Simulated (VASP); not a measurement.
# Na in VASP: single point with PBE

Aim: the single point of Na with PBE.

Program: VASP 6.6.1. These are calculated values, not measurements. Logs are shortened: lines on timing, memory, paths and dates and some standing lists are left out, and cuts for length are marked.

### 1 The cell of the first run

The cell holds a sublattice, 1 atom: a = 5.664 Å, b = 5.664 Å, c = 5.664 Å, α = 60.00°, β = 60.00°, γ = 60.00°.

### 2 Single point, PBE

INCAR

```
PREC = Accurate ; ENCUT = 400
EDIFF = 1E-6 ; ISMEAR = 0
SIGMA = 0.1 ; LREAL = False
LASPH = True ; NELM = 120
ALGO = Normal ; ISIF = 2
LWAVE = False ; LCHARG = False
GGA = PE ; NBANDS = 10
GGA_COMPAT = False
```

KPOINTS

```
Automatic mesh
0
Gamma
  6 6 6
```

POSCAR

```
Na
1.0
    0.0000000000      4.0051459800      4.0051459800
    4.0051459800      0.0000000000      4.0051459800
    4.0051459800      4.0051459800      0.0000000000
Na
1
Direct
    0.7500000000      0.7500000000      0.7500000000
```

Potentials or basis: VASP PAW PBE potentials, release 64 (Na_pv).

Started as:

```bash
$ cat potpaw_PBE.64/Na_pv/POTCAR > POTCAR
$ mpirun -np 1 vasp_std > vasp.out
```

OUTCAR:

```text
PREC = Accurate
   ENCUT = 400
   EDIFF = 1E-6
   ISMEAR = 0
   LREAL = False
   LASPH = True
   NELM = 120
   ISIF = 2
   GGA = PE

 ion  position               nearest neighbor table
   1  0.750  0.750  0.750-

  LATTYP: Found a face centered cubic cell.
 ALAT       =     8.0102919600

  Lattice vectors:

 A1 = (   0.0000000000,   4.0051459800,   4.0051459800)
 A2 = (   4.0051459800,   0.0000000000,   4.0051459800)
 A3 = (   4.0051459800,   4.0051459800,   0.0000000000)

Analysis of symmetry for initial positions (statically):
=====================================================================
 Subroutine PRICEL returns:
 Original cell was already a primitive cell.

 Routine SETGRP: Setting up the symmetry group for a
 face centered cubic supercell.

 Subroutine GETGRP returns: Found 48 space group operations
 (whereof 24 operations were pure point group operations)
 out of a pool of 48 trial point group operations.

The static configuration has the point symmetry T_d .
 The point group associated with its full space group is O_h .

Analysis of symmetry for dynamics (positions and initial velocities):
=====================================================================
 Subroutine PRICEL returns:
 Original cell was already a primitive cell.

 Routine SETGRP: Setting up the symmetry group for a
 face centered cubic supercell.

 Subroutine GETGRP returns: Found 48 space group operations
 (whereof 24 operations were pure point group operations)
 out of a pool of 48 trial point group operations.

The dynamic configuration has the point symmetry T_d .
 The point group associated with its full space group is O_h .

 Subroutine INISYM returns: Found 48 space group operations
 (whereof 24 operations are pure point group operations),
 and found     1 'primitive' translations

----------------------------------------------------------------------------------------

                                     Primitive cell

  volume of cell :     128.4946

  direct lattice vectors                    reciprocal lattice vectors
     0.000000000  4.005145980  4.005145980    -0.124839395  0.124839395  0.124839395
     4.005145980  0.000000000  4.005145980     0.124839395 -0.124839395  0.124839395
     4.005145980  4.005145980  0.000000000     0.124839395  0.124839395 -0.124839395

  length of vectors
     5.664131764  5.664131764  5.664131764     0.216228174  0.216228174  0.216228174

  position of ions in fractional coordinates (direct lattice)
     0.750000000  0.750000000  0.750000000

  ion indices of the primitive-cell ions
   primitive index   ion index
                 1           1

----------------------------------------------------------------------------------------

 KPOINTS: Automatic mesh

Automatic generation of k-mesh.
 Grid dimensions read from file:
 generate k-points for:    6    6    6

 Generating k-lattice:

  Cartesian coordinates                     Fractional coordinates (reciprocal lattice)
    -0.020806566  0.020806566  0.020806566     0.166666667  0.000000000  0.000000000
     0.020806566 -0.020806566  0.020806566     0.000000000  0.166666667  0.000000000
     0.020806566  0.020806566 -0.020806566     0.000000000  0.000000000  0.166666667

  Length of vectors
     0.036038029  0.036038029  0.036038029

  Shift w.r.t. Gamma in fractional coordinates (k-lattice)
     0.000000000  0.000000000  0.000000000

 Subroutine IBZKPT returns following result:
 ===========================================

 Found     16 irreducible k-points:

 Following reciprocal coordinates:
            Coordinates               Weight
  0.000000  0.000000  0.000000      1.000000
  0.166667  0.000000  0.000000      8.000000
  0.333333  0.000000  0.000000      8.000000
  0.500000  0.000000  0.000000      4.000000
  0.166667  0.166667  0.000000      6.000000
  0.333333  0.166667  0.000000     24.000000
[... 8 lines left out ...]
 -0.333333  0.333333  0.166667     24.000000
 -0.333333  0.500000  0.166667     12.000000
   k-points           NKPTS =     16   k-points in BZ     NKDIM =     16   number of bands    NBANDS=     10
   number of dos      NEDOS =    301   number of ions     NIONS =      1
   total plane-waves  NPLWV =  64000
   dimension x,y,z NGX =    40 NGY =   40 NGZ =   40
   dimension x,y,z NGXF=    80 NGYF=   80 NGZF=   80
   ions per type =               1
   NGX,Y,Z   is equivalent  to a cutoff of  11.74, 11.74, 11.74 a.u.
   NGXF,Y,Z  is equivalent  to a cutoff of  23.48, 23.48, 23.48 a.u.
 SYSTEM =  unknown system
   PREC   = accura    normal or accurate (medium, high low for compatibility)
   ISTART =      0    job   : 0-new  1-cont  2-samecut
   ICHARG =      2    charge: 1-file 2-atom 10-const
   ISPIN  =      1    spin polarized calculation?
   LNONCOLLINEAR =      F non collinear calculations
   LSORBIT =      F    spin-orbit coupling
   LASPH  =      T    aspherical Exc in radial PAW
   ENCUT  =  400.0 eV  29.40 Ry    5.42 a.u.   9.24  9.24  9.24*2*pi/ulx,y,z
   NELM   =    120;   NELMIN=  2; NELMDL= -5     # of ELM steps
   EDIFF  = 0.1E-05   stopping-criterion for ELM
   LREAL  =      F    real-space projection
   EDIFFG = 0.1E-04   stopping-criterion for IOM
   NSW    =      0    number of steps for IOM
   IBRION =     -1    ionic relax: 0-MD 1-quasi-New 2-CG
   NFREE  =      0    steps in history (QN), initial steepest desc. (CG)
   ISIF   =      2    stress and relaxation
   ISYM   =      2    0-nonsym 1-usesym 2-fastsym
   POTIM  = 0.5000    time-step for ionic-motion
   TEBEG  =    0.0;   TEEND  =   0.0 temperature during run
   PSTRESS=    0.0 pullay stress
   NELECT =       7.0000    total number of electrons
   NUPDOWN=      -1.0000    fix difference up-down
   EMIN   =  10.00;   EMAX   =-10.00  energy-range for DOS
   EFERMI =   0.00;   METHOD = LEGACY
   ISMEAR =     0;   SIGMA  =   0.10  broadening in eV -4-tet -1-fermi 0-gaus
   EFERMI_NEDOS =   21; number of points for ismear=-14 and -15
   IALGO  =     38    algorithm
   IMIX   =      4    mixing-type and parameters
     AMIX     =   0.40;   BMIX     =  1.00
     AMIX_MAG =   1.60;   BMIX_MAG =  1.00
  volume/ion in A,a.u.               =     128.49       867.12
  Fermi-wavevector in a.u.,A,eV,Ry     =   0.620601  1.172766  5.240225  0.385146
  Thomas-Fermi vector in A             =   1.679810
   LORBIT       =      0    0 simple, 1 ext, 2 COOP (PROOUT), +10 PAW based schemes
   GGA     = PE    functional components
   LHFCALC =     F    Hartree Fock is set to
   AEXX    =    0.0000 exact exchange contribution
   IVDW    =     0    specifies the selected vdW correction
   LEPSILON=     F    determine dielectric tensor
   LRPA    =     F    only Hartree local field effects (RPA)
 non-spin polarized calculation
 Gauss-broadening in eV      SIGMA  =   0.10
  energy-cutoff  :      400.00
  volume of cell :      128.49
 maximum number of plane-waves:      2357
 NGX is ok and might be reduce to    40
   NGX = 19   NGY = 19   NGZ = 19

 number of electron       7.0000002 magnetization

 Free energy of the ion-electron system (eV)
  ---------------------------------------------------
  ext. energy  EPLUGINS =         0.00000000
  ---------------------------------------------------
  free energy    TOTEN  =        -0.60950124 eV

  energy without entropy =       -0.60315845  energy(sigma->0) =       -0.60632984

 E-fermi :  -1.7286     XC(G=0):  -3.9886

 val. band max:       -1.7885170416   @ k =   0.5000   0.3333   0.1667
 cond. band min:      -1.5816962199   @ k =   0.5000   0.1667   0.0000
 fundamental gap:      0.2068208217
 Fermi energy:        -1.7285833362

 k-point     1 :       0.0000    0.0000    0.0000
  band No.  band energies     occupation
      1     -27.7908      2.00000
      2     -27.7908      2.00000
      3     -27.7908      2.00000
      4      -3.0534      2.00000
      5       3.4153      0.00000
      6       3.4153      0.00000
      7       3.4153      0.00000
      8       4.0071      0.00000
      9       4.0071      0.00000
     10       4.0071      0.00000

 k-point     2 :       0.1667    0.0000    0.0000
  band No.  band energies     occupation
      1     -27.7910      2.00000
      2     -27.7910      2.00000
      3     -27.7910      2.00000
      4      -2.8606      2.00000
      5       1.7896      0.00000
      6       3.0799      0.00000
      7       3.0800      0.00000
      8       3.6649      0.00000
      9       4.4868      0.00000
     10       4.4868      0.00000

 k-point     3 :       0.3333    0.0000    0.0000
  band No.  band energies     occupation
      1     -27.7912      2.00000
      2     -27.7910      2.00000
      3     -27.7910      2.00000
      4      -2.2912      2.00000
      5       0.1076      0.00000
      6       2.8522      0.00000
      7       2.8522      0.00000
      8       3.4144      0.00000
      9       3.9511      0.00000
     10       3.9511      0.00000

 k-point     4 :       0.5000    0.0000    0.0000
  band No.  band energies     occupation
      1     -27.7912      2.00000
      2     -27.7911      2.00000
      3     -27.7911      2.00000
      4      -1.5804      0.03609
      5      -0.9792      0.00000
      6       2.8208      0.00000
      7       2.8208      0.00000
      8       3.3847      0.00000
      9       3.6299      0.00000
     10       3.6299      0.00000
[... 118 lines left out ...]
 k-point    14 :       0.5000    0.3333    0.1667
  band No.  band energies     occupation
      1     -27.7912      2.00000
      2     -27.7911      2.00000
      3     -27.7911      2.00000
      4      -1.7885      1.60333
      5       0.4645      0.00000
      6       0.6936      0.00000
      7       1.4712      0.00000
      8       3.6501      0.00000
      9       3.7572      0.00000
     10       4.5217      0.00000

 k-point    15 :      -0.3333    0.3333    0.1667
  band No.  band energies     occupation
      1     -27.7911      2.00000
      2     -27.7911      2.00000
      3     -27.7910      2.00000
      4      -1.0973      0.00000
      5      -0.4821      0.00000
      6       0.6242      0.00000
      7       1.0564      0.00000
      8       3.7515      0.00000
      9       4.0547      0.00000
     10       5.2728      0.00000

 k-point    16 :      -0.3333    0.5000    0.1667
  band No.  band energies     occupation
      1     -27.7911      2.00000
      2     -27.7911      2.00000
      3     -27.7911      2.00000
      4      -0.7982      0.00000
      5      -0.3115      0.00000
      6       0.4423      0.00000
      7       0.5236      0.00000
      8       3.4153      0.00000
      9       3.5101      0.00000
     10       5.7155      0.00000

------------------------ aborting loop because EDIFF is reached ----------------------------------------

  FORCE on cell =-STRESS in cart. coord.  units (eV):
  Direction    XX          YY          ZZ          XY          YZ          ZX
  --------------------------------------------------------------------------------------
  -------------------------------------------------------------------------------------
  Total       -0.7711615     -0.7711615     -0.7711615      0.0000000     -0.0000000      0.0000000
  in kB       -9.6154777     -9.6154777     -9.6154777      0.0000000     -0.0000000      0.0000000
  external PRESSURE =      -9.6154777 kB  Pullay stress =       0.0000000 kB

 VOLUME and BASIS-vectors are now :
 -----------------------------------------------------------------------------
  energy-cutoff  :      400.00
  volume of cell :      128.49
      direct lattice vectors                 reciprocal lattice vectors
     0.000000000  4.005145980  4.005145980    -0.124839395  0.124839395  0.124839395
     4.005145980  0.000000000  4.005145980     0.124839395 -0.124839395  0.124839395
     4.005145980  4.005145980  0.000000000     0.124839395  0.124839395 -0.124839395

 POSITION                                       TOTAL-FORCE (eV/Angst)
 -----------------------------------------------------------------------------------
      6.00772      6.00772      6.00772         0.000000     -0.000000     -0.000000
 -----------------------------------------------------------------------------------
    total drift:                                0.000000     -0.000000      0.000000

  FREE ENERGIE OF THE ION-ELECTRON SYSTEM (eV)
  ---------------------------------------------------
  free  energy   TOTEN  =        -0.6095012353 eV

  energy  without entropy=       -0.6031584530  energy(sigma->0) =       -0.60632984
```

It took 20 s on 1 thread of Intel Xeon 8259CL, shared host; peak memory 0.22 GiB.

Results:

```
Free energy : -0.6095 eV
Pressure    : -1.0 GPa
```
